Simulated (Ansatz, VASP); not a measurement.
**SiC: VASP beside Ansatz**

POSCAR

```
SiC
1.0
    3.0766210100      0.0000000000      0.0000000000
   -1.5383105100      2.6644319500      0.0000000000
    0.0000000000      0.0000000000     15.0980843200
Si C
6 6
Direct
    0.3333333300      0.6666666700      0.8329861500
    0.6666666700      0.3333333300      0.3329861500
    0.6666666700      0.3333333300      0.6665006000
    0.3333333300      0.6666666700      0.1665006000
    0.0000000000      0.0000000000      0.4997294200
    0.0000000000      0.0000000000      0.9997294200
    0.0000000000      0.0000000000      0.8743664100
    0.0000000000      0.0000000000      0.3743664100
    0.3333333300      0.6666666700      0.7079967800
    0.6666666700      0.3333333300      0.2079967800
    0.6666666700      0.3333333300      0.5415216400
    0.3333333300      0.6666666700      0.0415216400
```

Contents of INCAR.step1:

```
ALGO = Normal ; EDIFF = 1E-5
ENCUT = 660 ; GGA = PE
GGA_COMPAT = False ; ISMEAR = 0
LASPH = True ; LCHARG = False
LREAL = False ; LWAVE = True
NBANDS = 36 ; NELM = 120
PREC = Accurate ; SIGMA = 0.1
```

Contents of INCAR.step2:

```
ALGO = Normal ; BPARAM = 11.95
CPARAM = 0.0093 ; EDIFF = 1E-6
ENCUT = 660 ; GGA_COMPAT = False
ISIF = 2 ; ISMEAR = 0
ISTART = 1 ; IVDW_NL = 2
LASPH = True ; LCHARG = True
LELF = True ; LMIXTAU = True
LREAL = False ; LUSE_VDW = True
LVHAR = True ; LWAVE = False
METAGGA = R2SCAN ; NBANDS = 36
NELM = 120 ; PREC = Accurate
SIGMA = 0.1
```

The input KPOINTS:

```
k-points
0
Gamma
  6 6 2
```

Input for Ansatz:

```yaml
crystal:
  lattice:
    - [3.07662101, 0.0, 0.0]
    - [-1.53831051, 2.66443195, 0.0]
    - [0.0, 0.0, 15.09808432]
  atoms:
    - { symbol: Si, position: [0.33333333, 0.66666667, 0.83298615] }
    - { symbol: Si, position: [0.66666667, 0.33333333, 0.33298615] }
    - { symbol: Si, position: [0.66666667, 0.33333333, 0.6665006] }
    - { symbol: Si, position: [0.33333333, 0.66666667, 0.1665006] }
    - { symbol: Si, position: [0.0, 0.0, 0.49972942] }
    - { symbol: Si, position: [0.0, 0.0, 0.99972942] }
    - { symbol: C, position: [0.0, 0.0, 0.87436641] }
    - { symbol: C, position: [0.0, 0.0, 0.37436641] }
    - { symbol: C, position: [0.33333333, 0.66666667, 0.70799678] }
    - { symbol: C, position: [0.66666667, 0.33333333, 0.20799678] }
    - { symbol: C, position: [0.66666667, 0.33333333, 0.54152164] }
    - { symbol: C, position: [0.33333333, 0.66666667, 0.04152164] }
basis:
  ecutwfc: 500
kpoints:
  mp_grid: { grid: [6, 6, 2] }
hamiltonian:
  xc: r2scan
  dispersion: rvv10
  pseudopotentials: { kind: paw, azcp: { folder: soft_1 } }
scf:
  occupations: { method: gaussian, width: 0.1 }
output:
  forces: true
  stress: true
  eigenvalues: true
```

Alike in both runs: task single point; functional r2SCAN; dispersion rVV10; k mesh 6 × 6 × 2; occupations gaussian, width 0.1 eV; no spin polarisation.

|  | VASP | Ansatz |
| --- | --- | --- |
| version | VASP 6.6.1 | Ansatz 0.2.0 |
| potentials or method | VASP PAW PBE potentials, release 64 (Si, C), cutoff 660 eV | scalar-relativistic, plane waves, PAW |
| valence electrons in the cell | 48 | 48 |

```tsv
	VASP	Ansatz	Ansatz less VASP
gap on the k mesh at the Fermi level (eV)	2.37	2.35	-0.014
least direct gap on the mesh (eV)	3.52	3.51	-0.012
pressure (GPa)	-0.6	-0.2	+0.40
traceless stress, the component that is largest in VASP (GPa)	-0.09	-0.10	-0.004
```

VASP's potentials were made for PBE, not for r2SCAN.
